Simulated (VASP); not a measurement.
# Ni (Fm-3m) in VASP: a series of runs

Runs on Ni. Level: r2SCAN. Tasks: single point.

Program: VASP 6.6.1. These are calculated values, not measurements. Logs are shortened: lines on timing, memory, paths and dates and some standing lists are left out, and cuts for length are marked.

## 1. The cell of the first run

Symmetry: Fm-3m, No. 225, cubic system. The conventional cell has a = 3.513 Å, b = 3.513 Å, c = 3.513 Å, α = 90.00°, β = 90.00°, γ = 90.00°. Ni (site symmetry m-3m) has 12 Ni at 2.48 Å within 3.3 Å.

## 2. Single point, r2SCAN, collinear spin, ferromagnetic start (10.84 Å³/atom)

POSCAR

```
Ni
1.0
    0.0000000000      1.7565575398      1.7565575398
    1.7565575398      0.0000000000      1.7565575398
    1.7565575398      1.7565575398      0.0000000000
Ni
1
Direct
    0.0000000000      0.0000000000      0.0000000000
```

INCAR.step1

```
SYSTEM = Ni
PREC = Accurate
ENCUT = 520
ISMEAR = 0
SIGMA = 0.1
LREAL = .False.
LASPH = .True.
NELM = 150
ISPIN = 2
MAGMOM = 0.9
LMAXMIX = 4
NBANDS = 15
GGA = PE
ALGO = Normal
EDIFF = 1E-4
LWAVE = .True.
LCHARG = .False.
```

INCAR.step2

```
SYSTEM = Ni
PREC = Accurate
ENCUT = 520
EDIFF = 1E-7
ISMEAR = 0
SIGMA = 0.1
LREAL = .False.
LASPH = .True.
NELM = 150
ALGO = Normal
ISIF = 2
LWAVE = .False.
LCHARG = .False.
ISPIN = 2
MAGMOM = 0.9
LORBIT = 11
LMAXMIX = 4
METAGGA = R2SCAN
LMIXTAU = .True.
NBANDS = 15
ISTART = 1
```

KPOINTS

```
regular mesh
0
Gamma
  20 20 20
  0 0 0
```

Potentials or basis: VASP PAW PBE potentials, release 64 (Ni).

Started as:

```sh
$ cat potpaw_PBE.64/Ni/POTCAR > POTCAR
$ cp INCAR.step1 INCAR
$ mpirun -np 1 vasp_std > vasp.out
$ cp INCAR.step2 INCAR
$ mpirun -np 1 vasp_std > vasp.out
```

OUTCAR:

```text
SYSTEM = Ni
   PREC = Accurate
   ENCUT = 520
   EDIFF = 1E-7
   ISMEAR = 0
   LREAL = .False.
   LASPH = .True.
   NELM = 150
   ISIF = 2
   ISPIN = 2
   LORBIT = 11
   METAGGA = R2SCAN
   ISTART = 1

 ion  position               nearest neighbor table
   1  0.000  0.000  0.000-

  LATTYP: Found a face centered cubic cell.
 ALAT       =     3.5131150796

  Lattice vectors:

 A1 = (   0.0000000000,   1.7565575398,   1.7565575398)
 A2 = (   1.7565575398,   0.0000000000,   1.7565575398)
 A3 = (   1.7565575398,   1.7565575398,   0.0000000000)

Analysis of symmetry for initial positions (statically):
=====================================================================
 Subroutine PRICEL returns:
 Original cell was already a primitive cell.

 Routine SETGRP: Setting up the symmetry group for a
 face centered cubic supercell.

 Subroutine GETGRP returns: Found 48 space group operations
 (whereof 48 operations were pure point group operations)
 out of a pool of 48 trial point group operations.

The static configuration has the point symmetry O_h .

Analysis of symmetry for dynamics (positions and initial velocities):
=====================================================================
 Subroutine PRICEL returns:
 Original cell was already a primitive cell.

 Routine SETGRP: Setting up the symmetry group for a
 face centered cubic supercell.

 Subroutine GETGRP returns: Found 48 space group operations
 (whereof 48 operations were pure point group operations)
 out of a pool of 48 trial point group operations.

The dynamic configuration has the point symmetry O_h .

Analysis of structural, dynamic, and magnetic symmetry:
=====================================================================
 Subroutine PRICEL returns:
 Original cell was already a primitive cell.

 Routine SETGRP: Setting up the symmetry group for a
 face centered cubic supercell.

 Subroutine GETGRP returns: Found 48 space group operations
 (whereof 48 operations were pure point group operations)
 out of a pool of 48 trial point group operations.

The overall configuration has the point symmetry O_h .

 Subroutine INISYM returns: Found 48 space group operations
 (whereof 48 operations are pure point group operations),
 and found     1 'primitive' translations

----------------------------------------------------------------------------------------

                                     Primitive cell

  volume of cell :      10.8397

  direct lattice vectors                    reciprocal lattice vectors
     0.000000000  1.756557540  1.756557540    -0.284647664  0.284647664  0.284647664
     1.756557540  0.000000000  1.756557540     0.284647664 -0.284647664  0.284647664
     1.756557540  1.756557540  0.000000000     0.284647664  0.284647664 -0.284647664

  length of vectors
     2.484147496  2.484147496  2.484147496     0.493024216  0.493024216  0.493024216

  position of ions in fractional coordinates (direct lattice)
     0.000000000  0.000000000  0.000000000

  ion indices of the primitive-cell ions
   primitive index   ion index
                 1           1

----------------------------------------------------------------------------------------

 KPOINTS: regular mesh

Automatic generation of k-mesh.
 Grid dimensions read from file:
 generate k-points for:   20   20   20

 Generating k-lattice:

  Cartesian coordinates                     Fractional coordinates (reciprocal lattice)
    -0.014232383  0.014232383  0.014232383     0.050000000  0.000000000  0.000000000
     0.014232383 -0.014232383  0.014232383     0.000000000  0.050000000  0.000000000
     0.014232383  0.014232383 -0.014232383     0.000000000  0.000000000  0.050000000

  Length of vectors
     0.024651211  0.024651211  0.024651211

  Shift w.r.t. Gamma in fractional coordinates (k-lattice)
     0.000000000  0.000000000  0.000000000

 Subroutine IBZKPT returns following result:
 ===========================================

 Found    256 irreducible k-points:

 Following reciprocal coordinates:
            Coordinates               Weight
  0.000000  0.000000  0.000000      1.000000
  0.050000  0.000000  0.000000      8.000000
  0.100000  0.000000  0.000000      8.000000
  0.150000  0.000000  0.000000      8.000000
  0.200000  0.000000  0.000000      8.000000
  0.250000  0.000000  0.000000      8.000000
[... 16 lines left out ...]
 -0.400000  0.050000  0.000000     24.000000
 -0.350000  0.050000  0.000000     24.000000
 [... further k-points ...]
   k-points           NKPTS =    256   k-points in BZ     NKDIM =    256   number of bands    NBANDS=     15
   number of dos      NEDOS =    301   number of ions     NIONS =      1
   total plane-waves  NPLWV =   5832
   dimension x,y,z NGX =    18 NGY =   18 NGZ =   18
   dimension x,y,z NGXF=    36 NGYF=   36 NGZF=   36
   ions per type =               1
   NGX,Y,Z   is equivalent  to a cutoff of  12.05, 12.05, 12.05 a.u.
   NGXF,Y,Z  is equivalent  to a cutoff of  24.09, 24.09, 24.09 a.u.
 SYSTEM =  Ni
   PREC   = accura    normal or accurate (medium, high low for compatibility)
   ISTART =      1    job   : 0-new  1-cont  2-samecut
   ICHARG =      0    charge: 1-file 2-atom 10-const
   ISPIN  =      2    spin polarized calculation?
   LNONCOLLINEAR =      F non collinear calculations
   LSORBIT =      F    spin-orbit coupling
   LASPH  =      T    aspherical Exc in radial PAW
   ENCUT  =  520.0 eV  38.22 Ry    6.18 a.u.   4.62  4.62  4.62*2*pi/ulx,y,z
   NELM   =    150;   NELMIN=  2; NELMDL=  0     # of ELM steps
   EDIFF  = 0.1E-06   stopping-criterion for ELM
   LREAL  =      F    real-space projection
   EDIFFG = 0.1E-05   stopping-criterion for IOM
   NSW    =      0    number of steps for IOM
   IBRION =     -1    ionic relax: 0-MD 1-quasi-New 2-CG
   NFREE  =      0    steps in history (QN), initial steepest desc. (CG)
   ISIF   =      2    stress and relaxation
   ISYM   =      2    0-nonsym 1-usesym 2-fastsym
   POTIM  = 0.5000    time-step for ionic-motion
   TEBEG  =    0.0;   TEEND  =   0.0 temperature during run
   PSTRESS=    0.0 pullay stress
   NELECT =      10.0000    total number of electrons
   NUPDOWN=      -1.0000    fix difference up-down
   EMIN   =  10.00;   EMAX   =-10.00  energy-range for DOS
   EFERMI =   0.00;   METHOD = LEGACY
   ISMEAR =     0;   SIGMA  =   0.10  broadening in eV -4-tet -1-fermi 0-gaus
   EFERMI_NEDOS =   21; number of points for ismear=-14 and -15
   IALGO  =     38    algorithm
   IMIX   =      4    mixing-type and parameters
     AMIX     =   0.40;   BMIX     =  1.00
     AMIX_MAG =   1.60;   BMIX_MAG =  1.00
  volume/ion in A,a.u.               =      10.84        73.15
  Fermi-wavevector in a.u.,A,eV,Ry     =   1.593685  3.011628 34.556505  2.539831
  Thomas-Fermi vector in A             =   2.691876
   LORBIT       =     11    0 simple, 1 ext, 2 COOP (PROOUT), +10 PAW based schemes
   METAGGA = R2SCAN    functional components
   LHFCALC =     F    Hartree Fock is set to
   AEXX    =    0.0000 exact exchange contribution
   IVDW    =     0    specifies the selected vdW correction
   LEPSILON=     F    determine dielectric tensor
   LRPA    =     F    only Hartree local field effects (RPA)
 spin polarized calculation
 Gauss-broadening in eV      SIGMA  =   0.10
  energy-cutoff  :      520.00
  volume of cell :       10.84
 maximum number of plane-waves:       305
   NGX =  9   NGY =  9   NGZ =  9

 number of electron      10.0000013 magnetization       0.7446364

 Free energy of the ion-electron system (eV)
  ---------------------------------------------------
  ext. energy  EPLUGINS =         0.00000000
  ---------------------------------------------------
  free energy    TOTEN  =       -11.94034871 eV

  energy without entropy =      -11.93347051  energy(sigma->0) =      -11.93690961

 E-fermi :   9.3805     XC(G=0): -14.4130

 val. band max:        9.3719949326   @ k =   0.4500   0.3000   0.1500
 cond. band min:       9.3835403632   @ k =   0.4500   0.2500   0.1000
 fundamental gap:      0.0115454306
 Fermi energy:         9.3805128567

 spin component 1

 k-point     1 :       0.0000    0.0000    0.0000
  band No.  band energies     occupation
      1      -0.0604      1.00000
      2       6.3984      1.00000
      3       6.3985      1.00000
      4       6.3985      1.00000
      5       7.7014      1.00000
      6       7.7014      1.00000
      7      33.9476      0.00000
      8      38.1224      0.00000
      9      38.1224      0.00000
     10      38.1228      0.00000
     11      40.7488      0.00000
     12      40.7488      0.00000
     13      40.7489      0.00000
     14      44.1994      0.00000
     15      50.7030      0.00000
[... 397 lines left out ...]
 k-point    24 :      -0.3500    0.0500    0.0000
  band No.  band energies     occupation
      1       3.7863      1.00000
      2       6.5406      1.00000
      3       6.5997      1.00000
      4       6.8408      1.00000
      5       7.9745      1.00000
      6       8.3576      1.00000
      7      18.6978      0.00000
      8      31.8064      0.00000
      9      34.3578      0.00000
     10      36.3309      0.00000
     11      38.1234      0.00000
     12      40.1053      0.00000
     13      44.5129      0.00000
     14      51.1681      0.00000
     15      51.4915      0.00000

 [... further k-points ...]

 spin component 2

 k-point     1 :       0.0000    0.0000    0.0000
  band No.  band energies     occupation
      1      -0.3171      1.00000
      2       7.7665      1.00000
      3       7.7665      1.00000
      4       7.7666      1.00000
      5       8.4684      1.00000
      6       8.4684      1.00000
      7      33.6791      0.00000
      8      38.2355      0.00000
      9      38.2356      0.00000
     10      38.2356      0.00000
     11      41.0575      0.00000
     12      41.0576      0.00000
     13      41.0576      0.00000
     14      44.2860      0.00000
     15      51.3239      0.00000
[... 397 lines left out ...]
 k-point    24 :      -0.3500    0.0500    0.0000
  band No.  band energies     occupation
      1       4.0479      1.00000
      2       7.4002      1.00000
      3       7.5669      1.00000
      4       7.5715      1.00000
      5       9.1941      0.99581
      6       9.4924      0.05679
      7      19.0939      0.00000
      8      31.8354      0.00000
      9      34.4911      0.00000
     10      36.6418      0.00000
     11      38.2760      0.00000
     12      40.2801      0.00000
     13      44.7961      0.00000
     14      51.8499      0.00000
     15      53.0607      0.00000

 [... further k-points ...]
[... 5 lines left out ...]
  --------------------------------------------------------------------------------------
  -------------------------------------------------------------------------------------
  Total       -0.3839278     -0.3839278     -0.3839278      0.0000000      0.0000000      0.0000000
  in kB      -56.7470149    -56.7470149    -56.7470149      0.0000000      0.0000000      0.0000000
  external PRESSURE =     -56.7470149 kB  Pullay stress =       0.0000000 kB

 VOLUME and BASIS-vectors are now :
 -----------------------------------------------------------------------------
  energy-cutoff  :      520.00
  volume of cell :       10.84
      direct lattice vectors                 reciprocal lattice vectors
     0.000000000  1.756557540  1.756557540    -0.284647664  0.284647664  0.284647664
     1.756557540  0.000000000  1.756557540     0.284647664 -0.284647664  0.284647664
     1.756557540  1.756557540  0.000000000     0.284647664  0.284647664 -0.284647664

 POSITION                                       TOTAL-FORCE (eV/Angst)
 -----------------------------------------------------------------------------------
      0.00000      0.00000      0.00000         0.000000      0.000000      0.000000
 -----------------------------------------------------------------------------------
    total drift:                               -0.000000      0.000000     -0.000000

  FREE ENERGIE OF THE ION-ELECTRON SYSTEM (eV)
  ---------------------------------------------------
  free  energy   TOTEN  =       -11.9403487148 eV

  energy  without entropy=      -11.9334705139  energy(sigma->0) =      -11.93690961

 total charge

# of ion       s       p       d       tot
------------------------------------------
    1        0.516   0.523   8.312   9.351

 magnetization (x)

# of ion       s       p       d       tot
------------------------------------------
    1       -0.010  -0.042   0.820   0.767
```

Wall time 2.6 min (1 thread of Intel Xeon 6975P-C (Granite Rapids), shared host); peak memory 0.17 GiB.

What came out:

```
Free energy                                           : -11.9403 eV
Pressure                                              : -5.7 GPa
Net moment                                            : 0.74 μB per cell
Site moments                                          : Ni +0.77 μB
Valence electrons inside the program's atomic spheres : Ni 9.35
```

Caveat: the cell stands under tension; the PAW data sets were made with another functional, which shifts forces and pressure a little.

## 3. Single point, r2SCAN, collinear spin, ferromagnetic start (11.16 Å³/atom)

This run uses another cell than the first one, of 11.16 Å³/atom.

POSCAR

```
Ni
1.0
    0.0000000000      1.7734485523      1.7734485523
    1.7734485523      0.0000000000      1.7734485523
    1.7734485523      1.7734485523      0.0000000000
Ni
1
Direct
    0.0000000000      0.0000000000      0.0000000000
```

INCAR.step1

```
PREC     = Accurate       # precision mode
ENCUT    = 520            # plane-wave cutoff, eV
ISMEAR   = 0              # smearing method
SIGMA    = 0.1            # smearing width, eV
LREAL    = F              # projectors in reciprocal space
LASPH    = T              # aspherical terms in the spheres
NELM     = 150            # most SCF steps
ISPIN    = 2              # spin polarisation
MAGMOM   = 0.9            # initial moments
LMAXMIX  = 4              # l up to which the mixer works
NBANDS   = 15             # bands
GGA      = PE             # functional
ALGO     = Normal         # electronic algorithm
EDIFF    = 1E-4           # SCF threshold, eV
LWAVE    = T              # write WAVECAR
LCHARG   = F              # write CHGCAR
```

INCAR.step2

```
PREC     = Accurate       # precision mode
ENCUT    = 520            # plane-wave cutoff, eV
EDIFF    = 1E-6           # SCF threshold, eV
ISMEAR   = 0              # smearing method
SIGMA    = 0.1            # smearing width, eV
LREAL    = F              # projectors in reciprocal space
LASPH    = T              # aspherical terms in the spheres
NELM     = 150            # most SCF steps
ALGO     = Normal         # electronic algorithm
ISIF     = 2              # what is computed and relaxed
LWAVE    = F              # write WAVECAR
LCHARG   = F              # write CHGCAR
ISPIN    = 2              # spin polarisation
MAGMOM   = 0.9            # initial moments
LORBIT   = 11             # projections on sites
LMAXMIX  = 4              # l up to which the mixer works
METAGGA  = R2SCAN         # meta-GGA
LMIXTAU  = T            
NBANDS   = 15             # bands
ISTART   = 1
```

KPOINTS

```
Automatic mesh
0
Gamma
  20 20 20
```

Potentials or basis: VASP PAW PBE potentials, release 64 (Ni).

Started as:

```sh
$ cat potpaw_PBE.64/Ni/POTCAR > POTCAR
$ cp INCAR.step1 INCAR
$ mpirun -np 1 vasp_std > vasp.out
$ cp INCAR.step2 INCAR
$ mpirun -np 1 vasp_std > vasp.out
```

Run time: 2.8 min. Hardware: 1 thread of Intel Xeon 6975P-C (Granite Rapids), shared host; peak memory 0.18 GiB.

Results (log left out):

```
Free energy                                           : -11.9242 eV
Pressure                                              : -10.4 GPa
Net moment                                            : 0.76 μB per cell
Site moments                                          : Ni +0.79 μB
Valence electrons inside the program's atomic spheres : Ni 9.30
```

Levels at points of the mesh, in eV from the Fermi level:
Spin up:
| k point | band 2 | band 3 | band 4 | band 5 | band 6 | band 7 | band 8 | band 9 |
| --- | --- | --- | --- | --- | --- | --- | --- | --- |
| (0.00, 0.00, 0.00) | -2.93 | -2.93 | -2.93 | -1.67 | -1.67 | 24.31 | 28.25 | 28.25 |
| (0.50, 0.00, 0.00) | -2.84 | -2.84 | -1.12 | -1.12 | -0.37 | 5.43 | 22.76 | 25.16 |
| (0.50, 0.50, 0.00) | -4.62 | -1.06 | -1.06 | -0.99 | 2.45 | 9.10 | 15.15 | 15.15 |
Spin down:
```
           k point  band 2  band 3  band 4  band 5  band 6  band 7
(0.00, 0.00, 0.00)   -1.53   -1.53   -1.53   -0.90   -0.90   24.03
(0.50, 0.00, 0.00)   -1.89   -1.89   -0.60    0.18    0.18    6.15
(0.50, 0.50, 0.00)   -3.53   -0.18    0.55    0.55    2.19    9.45
```

Caveat: the cell stands under tension; the PAW data sets were made with another functional, which shifts forces and pressure a little.
